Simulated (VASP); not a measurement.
A run of VASP 6.6.1:

The input POSCAR:

```
Ga2O3
1.0
    6.3116768230     -1.5651164937      0.0025325578
    6.3116768230      1.5651164937      0.0025325578
   -1.4300368240      0.0000000000      5.6399772456
Ga O
4 6
Direct
    0.0905209738      0.0905209738      0.7947888382
    0.9094790262      0.9094790262      0.2052111618
    0.6587278752      0.6587278752      0.3144766576
    0.3412721248      0.3412721248      0.6855233424
    0.1642143310      0.1642143310      0.1091577328
    0.8357856690      0.8357856690      0.8908422672
    0.1733419983      0.1733419983      0.5635248269
    0.8266580017      0.8266580017      0.4364751731
    0.4962851429      0.4962851429      0.2562373610
    0.5037148571      0.5037148571      0.7437626390
```

File INCAR.step1:

```
SYSTEM = Ga2O3
PREC     = Accurate       ! precision mode
ENCUT    = 520            ! plane-wave cutoff, eV
ISMEAR   = 0              ! smearing method
SIGMA    = 0.05           ! smearing width, eV
LREAL    = .FALSE.        ! projectors in reciprocal space
LASPH    = .TRUE.         ! aspherical terms in the spheres
NELM     = 60             ! most SCF steps
NBANDS   = 55             ! bands
GGA      = PE             ! functional
ALGO     = Normal         ! electronic algorithm
EDIFF    = 1E-4           ! SCF threshold, eV
LWAVE    = .TRUE.         ! write WAVECAR
LCHARG   = .FALSE.        ! write CHGCAR
```

Contents of INCAR.step2:

```
SYSTEM = Ga2O3
PREC     = Accurate       ! precision mode
ENCUT    = 520            ! plane-wave cutoff, eV
EDIFF    = 1E-6           ! SCF threshold, eV
ISMEAR   = 0              ! smearing method
SIGMA    = 0.05           ! smearing width, eV
LREAL    = .FALSE.        ! projectors in reciprocal space
LASPH    = .TRUE.         ! aspherical terms in the spheres
NELM     = 60             ! most SCF steps
ALGO     = Normal         ! electronic algorithm
ISIF     = 2              ! what is computed and relaxed
LWAVE    = .FALSE.        ! write WAVECAR
LCHARG   = .TRUE.         ! write CHGCAR
METAGGA  = R2SCAN         ! meta-GGA
LMIXTAU  = .TRUE.       
LELF     = .TRUE.         ! ELF
LVHAR    = .TRUE.       
NBANDS   = 55             ! bands
ISTART   = 1
```

Contents of KPOINTS:

```
Automatic mesh
0
G
  8 8 4
  0 0 0
```

Potentials or basis: VASP PAW PBE potentials, release 64 (Ga_d, O).

The run is started by

```sh
$ cat potpaw_PBE.64/Ga_d/POTCAR potpaw_PBE.64/O/POTCAR > POTCAR
$ cp INCAR.step1 INCAR
$ mpirun -np 1 vasp_std > vasp.out
$ cp INCAR.step2 INCAR
$ mpirun -np 1 vasp_std > vasp.out
```

Hardware: 1 thread of Oxide Virtual Turin-like Processor (shared host).

Problem. How long does it take, and how much memory?

Solution. Wall time 100 min on 1 thread of Oxide Virtual Turin-like Processor, with other jobs on the host, peak memory 0.55 GiB. Counts: k points 78.
